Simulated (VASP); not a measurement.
# GaN (I-4m2) in VASP: further runs

GaN is run at these levels: r2SCAN; tasks: single point.

Program: VASP 6.6.1. These are calculated values, not measurements. Logs are shortened: lines on timing, memory, paths and dates and some standing lists are left out, and cuts for length are marked.

## 1. The cell of the first run

Symmetry: I-4m2, No. 119, tetragonal system. The conventional cell has a = 3.187 Å, b = 3.187 Å, c = 4.687 Å, α = 90.00°, β = 90.00°, γ = 90.00°. Within 2.6 Å of Ga (site symmetry -4m2) lie 4 N at 1.98 Å. N (site symmetry -4m2) has 4 Ga at 1.98 Å within 2.6 Å.

## 2. Single point, r2SCAN (strain +0.000 along x and y, +0.040 along z)

POSCAR reads:

```
GaN
1.0
    0.0000000000      2.2535006075      2.3436406318
    2.2535006075      0.0000000000      2.3436406318
    2.2535006075      2.2535006075      0.0000000000
Ga N
1 1
Direct
    0.0000000000      0.0000000000      0.0000000000
    0.7500000000      0.7500000000      0.7500000000
```

INCAR.step1 reads:

```
SYSTEM = GaN
ALGO     = Normal         ! electronic algorithm
EDIFF    = 1E-4           ! SCF threshold, eV
ENCUT    = 520            ! plane-wave cutoff, eV
GGA      = PE             ! functional
ISMEAR   = 0              ! smearing method
LASPH    = .TRUE.         ! aspherical terms in the spheres
LCHARG   = .FALSE.        ! write CHGCAR
LREAL    = .FALSE.        ! projectors in reciprocal space
LWAVE    = .TRUE.         ! write WAVECAR
NBANDS   = 16             ! bands
NELM     = 100            ! most SCF steps
PREC     = Accurate       ! precision mode
SIGMA    = 0.05           ! smearing width, eV
```

INCAR.step2 reads:

```
SYSTEM = GaN
ALGO     = Normal         ! electronic algorithm
EDIFF    = 1E-7           ! SCF threshold, eV
ENCUT    = 520            ! plane-wave cutoff, eV
ISIF     = 2              ! what is computed and relaxed
ISMEAR   = 0              ! smearing method
ISTART   = 1            
LASPH    = .TRUE.         ! aspherical terms in the spheres
LCHARG   = .FALSE.        ! write CHGCAR
LMIXTAU  = .TRUE.       
LREAL    = .FALSE.        ! projectors in reciprocal space
LWAVE    = .FALSE.        ! write WAVECAR
METAGGA  = R2SCAN         ! meta-GGA
NBANDS   = 16             ! bands
NELM     = 100            ! most SCF steps
PREC     = Accurate       ! precision mode
SIGMA    = 0.05           ! smearing width, eV
```

KPOINTS reads:

```
k-points
0
G
  10 10 10
  0 0 0
```

Potentials or basis: VASP PAW PBE potentials, release 64 (Ga_d, N).

Run with:

```bash
cat potpaw_PBE.64/Ga_d/POTCAR potpaw_PBE.64/N/POTCAR > POTCAR
cp INCAR.step1 INCAR
mpirun -np 1 vasp_std > vasp.out
cp INCAR.step2 INCAR
mpirun -np 1 vasp_std > vasp.out
```

OUTCAR:

```text
SYSTEM = GaN
   EDIFF = 1E-7
   ENCUT = 520
   ISIF = 2
   ISMEAR = 0
   ISTART = 1
   LASPH = .TRUE.
   LREAL = .FALSE.
   METAGGA = R2SCAN
   NELM = 100
   PREC = Accurate

 ion  position               nearest neighbor table
   1  0.000  0.000  0.000-   2 1.98   2 1.98   2 1.98   2 1.98
   2  0.750  0.750  0.750-   1 1.98   1 1.98   1 1.98   1 1.98

  LATTYP: Found a body centered tetragonal cell.
 ALAT       =     3.1869311219
 C/A-ratio  =     1.4707821049

  Lattice vectors:

 A1 = (  -2.2535006075,   0.0000000000,   2.3436406318)
 A2 = (   2.2535006075,   0.0000000000,   2.3436406318)
 A3 = (   0.0000000000,   2.2535006075,  -2.3436406318)

Analysis of symmetry for initial positions (statically):
=====================================================================
 Subroutine PRICEL returns:
 Original cell was already a primitive cell.

 Routine SETGRP: Setting up the symmetry group for a
 body centered tetragonal supercell.

 Subroutine GETGRP returns: Found  8 space group operations
 (whereof  8 operations were pure point group operations)
 out of a pool of 16 trial point group operations.

The static configuration has the point symmetry D_2d.

Analysis of symmetry for dynamics (positions and initial velocities):
=====================================================================
 Subroutine PRICEL returns:
 Original cell was already a primitive cell.

 Routine SETGRP: Setting up the symmetry group for a
 body centered tetragonal supercell.

 Subroutine GETGRP returns: Found  8 space group operations
 (whereof  8 operations were pure point group operations)
 out of a pool of 16 trial point group operations.

The dynamic configuration has the point symmetry D_2d.

 Subroutine INISYM returns: Found  8 space group operations
 (whereof  8 operations are pure point group operations),
 and found     1 'primitive' translations

----------------------------------------------------------------------------------------

                                     Primitive cell

  volume of cell :      23.8033

  direct lattice vectors                    reciprocal lattice vectors
     0.000000000  2.253500607  2.343640632    -0.221877020  0.221877020  0.213343289
     2.253500607  0.000000000  2.343640632     0.221877020 -0.221877020  0.213343289
     2.253500607  2.253500607  0.000000000     0.221877020  0.221877020 -0.213343289

  length of vectors
     3.251294573  3.251294573  3.186931122     0.379439301  0.379439301  0.379439301

  position of ions in fractional coordinates (direct lattice)
     0.000000000  0.000000000  0.000000000
     0.750000000  0.750000000  0.750000000

  ion indices of the primitive-cell ions
   primitive index   ion index
                 1           1
                 2           2

----------------------------------------------------------------------------------------

 KPOINTS: k-points

Automatic generation of k-mesh.
 Grid dimensions read from file:
 generate k-points for:   10   10   10

 Generating k-lattice:

  Cartesian coordinates                     Fractional coordinates (reciprocal lattice)
    -0.022187702  0.022187702  0.021334329     0.100000000  0.000000000  0.000000000
     0.022187702 -0.022187702  0.021334329     0.000000000  0.100000000  0.000000000
     0.022187702  0.022187702 -0.021334329    -0.000000000 -0.000000000  0.100000000

  Length of vectors
     0.037943930  0.037943930  0.037943930

  Shift w.r.t. Gamma in fractional coordinates (k-lattice)
     0.000000000  0.000000000  0.000000000

 Subroutine IBZKPT returns following result:
 ===========================================

 Found    102 irreducible k-points:

 Following reciprocal coordinates:
            Coordinates               Weight
  0.000000  0.000000  0.000000      1.000000
  0.100000 -0.000000  0.000000      8.000000
  0.200000 -0.000000  0.000000      8.000000
  0.300000  0.000000  0.000000      8.000000
  0.400000  0.000000  0.000000      8.000000
  0.500000 -0.000000  0.000000      4.000000
[... 16 lines left out ...]
  0.300000  0.300000  0.000000      2.000000
  0.400000  0.300000  0.000000      8.000000
 [... further k-points ...]
   k-points           NKPTS =    102   k-points in BZ     NKDIM =    102   number of bands    NBANDS=     16
   number of dos      NEDOS =    301   number of ions     NIONS =      2
   total plane-waves  NPLWV =  13824
   dimension x,y,z NGX =    24 NGY =   24 NGZ =   24
   dimension x,y,z NGXF=    48 NGYF=   48 NGZF=   48
   ions per type =               1   1
   NGX,Y,Z   is equivalent  to a cutoff of  12.27, 12.27, 12.52 a.u.
   NGXF,Y,Z  is equivalent  to a cutoff of  24.54, 24.54, 25.04 a.u.
 SYSTEM =  GaN
   PREC   = accura    normal or accurate (medium, high low for compatibility)
   ISTART =      1    job   : 0-new  1-cont  2-samecut
   ICHARG =      0    charge: 1-file 2-atom 10-const
   ISPIN  =      1    spin polarized calculation?
   LNONCOLLINEAR =      F non collinear calculations
   LSORBIT =      F    spin-orbit coupling
   LASPH  =      T    aspherical Exc in radial PAW
   ENCUT  =  520.0 eV  38.22 Ry    6.18 a.u.   6.05  6.05  5.93*2*pi/ulx,y,z
   NELM   =    100;   NELMIN=  2; NELMDL=  0     # of ELM steps
   EDIFF  = 0.1E-06   stopping-criterion for ELM
   LREAL  =      F    real-space projection
   EDIFFG = 0.1E-05   stopping-criterion for IOM
   NSW    =      0    number of steps for IOM
   IBRION =     -1    ionic relax: 0-MD 1-quasi-New 2-CG
   NFREE  =      0    steps in history (QN), initial steepest desc. (CG)
   ISIF   =      2    stress and relaxation
   ISYM   =      2    0-nonsym 1-usesym 2-fastsym
   POTIM  = 0.5000    time-step for ionic-motion
   TEBEG  =    0.0;   TEEND  =   0.0 temperature during run
   PSTRESS=    0.0 pullay stress
   NELECT =      18.0000    total number of electrons
   NUPDOWN=      -1.0000    fix difference up-down
   EMIN   =  10.00;   EMAX   =-10.00  energy-range for DOS
   EFERMI =   0.00;   METHOD = LEGACY
   ISMEAR =     0;   SIGMA  =   0.05  broadening in eV -4-tet -1-fermi 0-gaus
   EFERMI_NEDOS =   21; number of points for ismear=-14 and -15
   IALGO  =     38    algorithm
   IMIX   =      4    mixing-type and parameters
     AMIX     =   0.40;   BMIX     =  1.00
     AMIX_MAG =   1.60;   BMIX_MAG =  1.00
  volume/ion in A,a.u.               =      11.90        80.32
  Fermi-wavevector in a.u.,A,eV,Ry     =   1.491490  2.818507 30.266718  2.224541
  Thomas-Fermi vector in A             =   2.604138
   LORBIT       =      0    0 simple, 1 ext, 2 COOP (PROOUT), +10 PAW based schemes
   METAGGA = R2SCAN    functional components
   LHFCALC =     F    Hartree Fock is set to
   AEXX    =    0.0000 exact exchange contribution
   IVDW    =     0    specifies the selected vdW correction
   LEPSILON=     F    determine dielectric tensor
   LRPA    =     F    only Hartree local field effects (RPA)
 non-spin polarized calculation
 Gauss-broadening in eV      SIGMA  =   0.05
  energy-cutoff  :      520.00
  volume of cell :       23.80
 maximum number of plane-waves:       658
   NGX = 13   NGY = 13   NGZ = 11

 number of electron      17.9999990 magnetization

 Free energy of the ion-electron system (eV)
  ---------------------------------------------------
  ext. energy  EPLUGINS =         0.00000000
  ---------------------------------------------------
  free energy    TOTEN  =       -21.86589212 eV

  energy without entropy =      -21.86589212  energy(sigma->0) =      -21.86589212

 E-fermi :   4.9694     XC(G=0): -12.4068

 val. band max:        4.6644811409   @ k =   0.0000   0.0000   0.0000
 cond. band min:       6.4523681210   @ k =   0.0000   0.0000   0.0000
 fundamental gap:      1.7878869801
 Fermi energy:         4.9694033000

 k-point     1 :       0.0000    0.0000    0.0000
  band No.  band energies     occupation
      1     -11.7976      2.00000
      2      -9.2382      2.00000
      3      -9.1978      2.00000
      4      -9.1978      2.00000
      5      -8.9036      2.00000
      6      -8.9015      2.00000
[... 8 lines left out ...]
     15      23.1912      0.00000
     16      23.9993      0.00000

 k-point     2 :       0.1000   -0.0000    0.0000
  band No.  band energies     occupation
      1     -11.6957      2.00000
      2      -9.2184      2.00000
      3      -9.1853      2.00000
      4      -9.1626      2.00000
      5      -8.9055      2.00000
      6      -8.9013      2.00000
[... 8 lines left out ...]
     15      22.9429      0.00000
     16      23.0642      0.00000

 k-point     3 :       0.2000   -0.0000    0.0000
  band No.  band energies     occupation
      1     -11.4391      2.00000
      2      -9.1838      2.00000
      3      -9.1558      2.00000
      4      -9.0028      2.00000
      5      -8.9069      2.00000
      6      -8.8950      2.00000
[... 8 lines left out ...]
     15      22.0509      0.00000
     16      22.1270      0.00000

 k-point     4 :       0.3000    0.0000    0.0000
  band No.  band energies     occupation
      1     -11.1622      2.00000
      2      -9.1558      2.00000
      3      -9.1282      2.00000
      4      -8.8991      2.00000
      5      -8.8842      2.00000
      6      -8.6227      2.00000
[... 8 lines left out ...]
     15      22.4226      0.00000
     16      22.4297      0.00000
[... 324 lines left out ...]
 k-point    22 :      -0.2000    0.2000    0.0000
  band No.  band energies     occupation
      1     -11.0710      2.00000
      2      -9.1385      2.00000
      3      -9.1037      2.00000
      4      -8.9288      2.00000
      5      -8.9090      2.00000
      6      -8.4377      2.00000
[... 8 lines left out ...]
     15      22.7496      0.00000
     16      25.3317      0.00000

 k-point    23 :       0.3000    0.3000    0.0000
  band No.  band energies     occupation
      1     -11.0139      2.00000
      2      -9.0350      2.00000
      3      -9.0268      2.00000
      4      -9.0268      2.00000
      5      -8.8642      2.00000
      6      -8.5233      2.00000
[... 8 lines left out ...]
     15      27.5908      0.00000
     16      27.6222      0.00000

 k-point    24 :       0.4000    0.3000    0.0000
  band No.  band energies     occupation
      1     -10.8923      2.00000
      2      -9.0579      2.00000
      3      -8.9954      2.00000
      4      -8.9922      2.00000
      5      -8.8572      2.00000
      6      -8.1251      2.00000
[... 8 lines left out ...]
     15      27.4169      0.00000
     16      27.8089      0.00000

 [... further k-points ...]
[... 5 lines left out ...]
  --------------------------------------------------------------------------------------
  -------------------------------------------------------------------------------------
  Total       -0.7965581     -0.7965581     -1.6340205      0.0000000      0.0000000      0.0000000
  in kB      -53.6156616    -53.6156616   -109.9845578      0.0000000      0.0000000      0.0000000
  external PRESSURE =     -72.4052937 kB  Pullay stress =       0.0000000 kB

 VOLUME and BASIS-vectors are now :
 -----------------------------------------------------------------------------
  energy-cutoff  :      520.00
  volume of cell :       23.80
      direct lattice vectors                 reciprocal lattice vectors
     0.000000000  2.253500607  2.343640632    -0.221877020  0.221877020  0.213343289
     2.253500607  0.000000000  2.343640632     0.221877020 -0.221877020  0.213343289
     2.253500607  2.253500607  0.000000000     0.221877020  0.221877020 -0.213343289

 POSITION                                       TOTAL-FORCE (eV/Angst)
 -----------------------------------------------------------------------------------
      0.00000      0.00000      0.00000         0.000000      0.000000     -0.000000
      3.38025      3.38025      3.51546        -0.000000     -0.000000      0.000000
 -----------------------------------------------------------------------------------
    total drift:                               -0.000018     -0.000018     -0.000002

  FREE ENERGIE OF THE ION-ELECTRON SYSTEM (eV)
  ---------------------------------------------------
  free  energy   TOTEN  =       -21.8658921175 eV

  energy  without entropy=      -21.8658921175  energy(sigma->0) =      -21.86589212
```

It used 180 s of CPU time on 1 thread of AMD EPYC 7R13 Processor (Zen 3), on a shared host.

What came out:

```yaml
Free_energy: -21.8659 eV
Pressure: -7.2 GPa
Band_gap_on_the_k_mesh: 1.79 eV, direct
```

Caveat: the cell differs from its parent crystal (strain +0.000 along x and y, +0.040 along z); the PAW data sets were made with another functional, which shifts forces and pressure a little.

[end of part 1 of 2]
